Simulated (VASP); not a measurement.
BaS:

```xyz
2
Lattice="-0.3526 3.3695 3.3695 3.3695 -0.3526 3.3695 3.3695 3.3695 -0.3526" Properties=species:S:1:pos:R:3 pbc="T T T"
Ba   -0.0775   -0.0775   -0.0775
S     1.6741    1.6741    1.6741
```

This cell differs from its parent crystal: epitaxial 111 strain +5.8%.

Base run:

```yaml
Program: VASP 6.6.1
Functional: PBE
Potentials_or_basis: VASP PAW PBE potentials, release 64 (Ba_sv, S)
Cutoff: 520 eV
k_mesh: 6 × 6 × 6
Occupations: fermi-dirac, width 0.02 eV
Spin: no spin polarisation
```

Its results: band gap on the k mesh 2.67 eV, indirect (least direct gap 3.01 eV); pressure -0.7 GPa; largest force 0.007 eV/Å.

Task: The run is repeated on the same cell with these changes: functional from PBE to r2SCAN; occupations from fermi-dirac, width 0.02 eV to gaussian, width 0.01 eV. What comes out?

Result: Band gap on the k mesh 3.01 eV, indirect (least direct gap 3.35 eV); pressure -0.7 GPa; largest force 0.028 eV/Å.

Caveats: spin-orbit coupling is left out, which moves the levels of the heavy elements; the PAW data sets were made with another functional, which shifts forces and pressure a little (some runs).

A k mesh can miss the band edges.
